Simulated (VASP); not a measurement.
# Ag (I4/mmm) in VASP: notebook, part 2 of 2

VASP 6.6.1. Earlier steps stand in the parts before.

**3. Single point, r2SCAN**

This run uses another cell than the first one, of the same volume but with other edges.

POSCAR

```
Ag
1.0
    0.0000000000      1.7848122475      2.6772183713
    1.7848122475      0.0000000000      2.6772183713
    1.7848122475      1.7848122475      0.0000000000
Ag
1
Direct
    0.0000000000      0.0000000000      0.0000000000
```

INCAR.step1

```
ALGO = Normal
EDIFF = 1E-4
ENCUT = 520
GGA = PE
ISMEAR = 0
LASPH = True
LCHARG = False
LREAL = False
LWAVE = True
NBANDS = 12
NELM = 80
PREC = Accurate
SIGMA = 0.15
```

INCAR.step2

```
ALGO = Normal
EDIFF = 1E-6
ENCUT = 520
ISIF = 2
ISMEAR = 0
ISTART = 1
LASPH = True
LCHARG = False
LMIXTAU = True
LREAL = False
LWAVE = False
METAGGA = R2SCAN
NBANDS = 12
NELM = 80
PREC = Accurate
SIGMA = 0.15
```

KPOINTS

```
k-points
0
Gamma
  22 22 22
```

Potentials or basis: VASP PAW PBE potentials, release 64 (Ag).

Run with:

```
> cat potpaw_PBE.64/Ag/POTCAR > POTCAR
> cp INCAR.step1 INCAR
> mpirun -np 1 vasp_std > vasp.out
> cp INCAR.step2 INCAR
> mpirun -np 1 vasp_std > vasp.out
```

OUTCAR:

```text
EDIFF = 1E-6
   ENCUT = 520
   ISIF = 2
   ISMEAR = 0
   ISTART = 1
   LASPH = True
   LREAL = False
   METAGGA = R2SCAN
   NELM = 80
   PREC = Accurate

 ion  position               nearest neighbor table
   1  0.000  0.000  0.000-

  LATTYP: Found a body centered tetragonal cell.
 ALAT       =     2.5241056867
 C/A-ratio  =     2.1213203436

  Lattice vectors:

 A1 = (  -1.7848122475,   0.0000000000,   2.6772183713)
 A2 = (   1.7848122475,   0.0000000000,   2.6772183713)
 A3 = (   0.0000000000,   1.7848122475,  -2.6772183713)

Analysis of symmetry for initial positions (statically):
=====================================================================
 Subroutine PRICEL returns:
 Original cell was already a primitive cell.

 Routine SETGRP: Setting up the symmetry group for a
 body centered tetragonal supercell.

 Subroutine GETGRP returns: Found 16 space group operations
 (whereof 16 operations were pure point group operations)
 out of a pool of 16 trial point group operations.

The static configuration has the point symmetry D_4h.

Analysis of symmetry for dynamics (positions and initial velocities):
=====================================================================
 Subroutine PRICEL returns:
 Original cell was already a primitive cell.

 Routine SETGRP: Setting up the symmetry group for a
 body centered tetragonal supercell.

 Subroutine GETGRP returns: Found 16 space group operations
 (whereof 16 operations were pure point group operations)
 out of a pool of 16 trial point group operations.

The dynamic configuration has the point symmetry D_4h.

 Subroutine INISYM returns: Found 16 space group operations
 (whereof 16 operations are pure point group operations),
 and found     1 'primitive' translations

----------------------------------------------------------------------------------------

                                     Primitive cell

  volume of cell :      17.0569

  direct lattice vectors                    reciprocal lattice vectors
     0.000000000  1.784812247  2.677218371    -0.280141511  0.280141511  0.186761007
     1.784812247  0.000000000  2.677218371     0.280141511 -0.280141511  0.186761007
     1.784812247  1.784812247  0.000000000     0.280141511  0.280141511 -0.186761007

  length of vectors
     3.217616038  3.217616038  2.524105687     0.437993386  0.437993386  0.437993386

  position of ions in fractional coordinates (direct lattice)
     0.000000000  0.000000000  0.000000000

  ion indices of the primitive-cell ions
   primitive index   ion index
                 1           1

----------------------------------------------------------------------------------------

 KPOINTS: k-points

Automatic generation of k-mesh.
 Grid dimensions read from file:
 generate k-points for:   22   22   22

 Generating k-lattice:

  Cartesian coordinates                     Fractional coordinates (reciprocal lattice)
    -0.012733705  0.012733705  0.008489137     0.045454545 -0.000000000  0.000000000
     0.012733705 -0.012733705  0.008489137    -0.000000000  0.045454545  0.000000000
     0.012733705  0.012733705 -0.008489137     0.000000000  0.000000000  0.045454545

  Length of vectors
     0.019908790  0.019908790  0.019908790

  Shift w.r.t. Gamma in fractional coordinates (k-lattice)
     0.000000000  0.000000000  0.000000000

 Subroutine IBZKPT returns following result:
 ===========================================

 Found    834 irreducible k-points:

 Following reciprocal coordinates:
            Coordinates               Weight
  0.000000  0.000000  0.000000      1.000000
  0.045455  0.000000  0.000000      8.000000
  0.090909  0.000000  0.000000      8.000000
  0.136364  0.000000  0.000000      8.000000
  0.181818  0.000000  0.000000      8.000000
  0.227273  0.000000  0.000000      8.000000
[... 16 lines left out ...]
  0.500000  0.045455  0.000000      8.000000
 -0.454545  0.045455  0.000000      8.000000
 [... further k-points ...]
   k-points           NKPTS =    834   k-points in BZ     NKDIM =    834   number of bands    NBANDS=     12
   number of dos      NEDOS =    301   number of ions     NIONS =      1
   total plane-waves  NPLWV =  11520
   dimension x,y,z NGX =    24 NGY =   24 NGZ =   20
   dimension x,y,z NGXF=    48 NGYF=   48 NGZF=   40
   ions per type =               1
   NGX,Y,Z   is equivalent  to a cutoff of  12.40, 12.40, 13.17 a.u.
   NGXF,Y,Z  is equivalent  to a cutoff of  24.80, 24.80, 26.35 a.u.
 SYSTEM =  unknown system
   PREC   = accura    normal or accurate (medium, high low for compatibility)
   ISTART =      1    job   : 0-new  1-cont  2-samecut
   ICHARG =      0    charge: 1-file 2-atom 10-const
   ISPIN  =      1    spin polarized calculation?
   LNONCOLLINEAR =      F non collinear calculations
   LSORBIT =      F    spin-orbit coupling
   LASPH  =      T    aspherical Exc in radial PAW
   ENCUT  =  520.0 eV  38.22 Ry    6.18 a.u.   5.98  5.98  4.69*2*pi/ulx,y,z
   NELM   =     80;   NELMIN=  2; NELMDL=  0     # of ELM steps
   EDIFF  = 0.1E-05   stopping-criterion for ELM
   LREAL  =      F    real-space projection
[... 7 lines left out ...]
   TEBEG  =    0.0;   TEEND  =   0.0 temperature during run
   PSTRESS=    0.0 pullay stress
   NELECT =      11.0000    total number of electrons
   NUPDOWN=      -1.0000    fix difference up-down
   EMIN   =  10.00;   EMAX   =-10.00  energy-range for DOS
   EFERMI =   0.00;   METHOD = LEGACY
   ISMEAR =     0;   SIGMA  =   0.15  broadening in eV -4-tet -1-fermi 0-gaus
   EFERMI_NEDOS =   21; number of points for ismear=-14 and -15
   IALGO  =     38    algorithm
   IMIX   =      4    mixing-type and parameters
     AMIX     =   0.40;   BMIX     =  1.00
     AMIX_MAG =   1.60;   BMIX_MAG =  1.00
  volume/ion in A,a.u.               =      17.06       115.11
  Fermi-wavevector in a.u.,A,eV,Ry     =   1.414402  2.672832 27.218893  2.000532
  Thomas-Fermi vector in A             =   2.535948
   LORBIT       =      0    0 simple, 1 ext, 2 COOP (PROOUT), +10 PAW based schemes
   METAGGA = R2SCAN    functional components
   LHFCALC =     F    Hartree Fock is set to
   AEXX    =    0.0000 exact exchange contribution
   IVDW    =     0    specifies the selected vdW correction
   LEPSILON=     F    determine dielectric tensor
   LRPA    =     F    only Hartree local field effects (RPA)
 non-spin polarized calculation
 Gauss-broadening in eV      SIGMA  =   0.15
  energy-cutoff  :      520.00
  volume of cell :       17.06
 maximum number of plane-waves:       490
   NGX = 11   NGY = 11   NGZ =  9

 number of electron      11.0000000 magnetization

 Free energy of the ion-electron system (eV)
  ---------------------------------------------------
  ext. energy  EPLUGINS =         0.00000000
  ---------------------------------------------------
  free energy    TOTEN  =       -20.90989030 eV

  energy without entropy =      -20.90696892  energy(sigma->0) =      -20.90842961

 E-fermi :   8.5083     XC(G=0): -12.8899

 val. band max:        8.4818280878   @ k =  -0.4091   0.3636   0.2273
 cond. band min:       8.5118461874   @ k =  -0.4091   0.4545   0.0455
 fundamental gap:      0.0300180996
 Fermi energy:         8.5083262987

 k-point     1 :       0.0000    0.0000    0.0000
  band No.  band energies     occupation
      1       0.4780      2.00000
      2       1.3379      2.00000
      3       2.5887      2.00000
      4       4.4856      2.00000
      5       4.4856      2.00000
      6       5.5152      2.00000
      7      22.2613      0.00000
      8      27.4173      0.00000
      9      29.2496      0.00000
     10      30.8784      0.00000
     11      30.8784      0.00000
     12      31.8543      0.00000

 k-point     2 :       0.0455    0.0000    0.0000
  band No.  band energies     occupation
      1       0.5508      2.00000
      2       1.3739      2.00000
      3       2.6107      2.00000
      4       4.4399      2.00000
      5       4.4965      2.00000
      6       5.4831      2.00000
      7      22.2654      0.00000
      8      27.3465      0.00000
      9      29.0572      0.00000
     10      30.5072      0.00000
     11      30.9424      0.00000
     12      31.5434      0.00000
[... 316 lines left out ...]
 k-point    24 :      -0.4545    0.0455    0.0000
  band No.  band energies     occupation
      1       1.7107      2.00000
      2       2.0692      2.00000
      3       4.0537      2.00000
      4       5.0674      2.00000
      5       5.0826      2.00000
      6       8.6485      0.18641
      7      13.1596      0.00000
      8      19.0049      0.00000
      9      26.3515      0.00000
     10      30.0278      0.00000
     11      33.2644      0.00000
     12      35.8619      0.00000

 [... further k-points ...]

------------------------ aborting loop because EDIFF is reached ----------------------------------------

  FORCE on cell =-STRESS in cart. coord.  units (eV):
  Direction    XX          YY          ZZ          XY          YZ          ZX
  --------------------------------------------------------------------------------------
  -------------------------------------------------------------------------------------
  Total        3.1861318      3.1861318     -1.1769146      0.0000000      0.0000000      0.0000000
  in kB      299.2784509    299.2784509   -110.5494699      0.0000000      0.0000000      0.0000000
  external PRESSURE =     162.6691440 kB  Pullay stress =       0.0000000 kB

 VOLUME and BASIS-vectors are now :
 -----------------------------------------------------------------------------
  energy-cutoff  :      520.00
  volume of cell :       17.06
      direct lattice vectors                 reciprocal lattice vectors
     0.000000000  1.784812247  2.677218371    -0.280141511  0.280141511  0.186761007
     1.784812247  0.000000000  2.677218371     0.280141511 -0.280141511  0.186761007
     1.784812247  1.784812247  0.000000000     0.280141511  0.280141511 -0.186761007

 POSITION                                       TOTAL-FORCE (eV/Angst)
 -----------------------------------------------------------------------------------
      0.00000      0.00000      0.00000         0.000000      0.000000     -0.000000
 -----------------------------------------------------------------------------------
    total drift:                               -0.000000      0.000000     -0.000000

  FREE ENERGIE OF THE ION-ELECTRON SYSTEM (eV)
  ---------------------------------------------------
  free  energy   TOTEN  =       -20.9098902957 eV

  energy  without entropy=      -20.9069689230  energy(sigma->0) =      -20.90842961
```

Wall time 5.4 min (1 thread of Intel Xeon 6975P-C, shared host); peak memory 0.28 GiB.

Results:

| Quantity | Value |
| --- | --- |
| Free energy | -20.9099 eV |
| Pressure | 16.3 GPa |

Stress tensor (GPa, compression positive):
```
 29.93   0.00   0.00
  0.00  29.93   0.00
  0.00   0.00 -11.05
```

Levels at points of the mesh, in eV from the Fermi level:
```csv
k point,band 2,band 3,band 4,band 5,band 6,band 7,band 8,band 9,band 10,band 11
"(0.00, 0.00, 0.00)",-7.17,-5.92,-4.02,-4.02,-2.99,13.75,18.91,20.74,22.37,22.37
"(0.50, 0.00, 0.00)",-6.44,-4.46,-3.42,-3.35,0.06,4.58,10.72,17.60,21.46,24.71
"(0.50, 0.50, 0.00)",-7.29,-3.32,-3.32,-2.91,-1.55,1.09,16.78,16.78,22.82,23.08
"(0.50, 0.00, 0.50)",-6.32,-4.62,-3.63,-1.77,4.67,9.96,10.28,10.73,16.28,17.64
```

Caveat: the PAW data sets were made with another functional, which shifts forces and pressure a little.
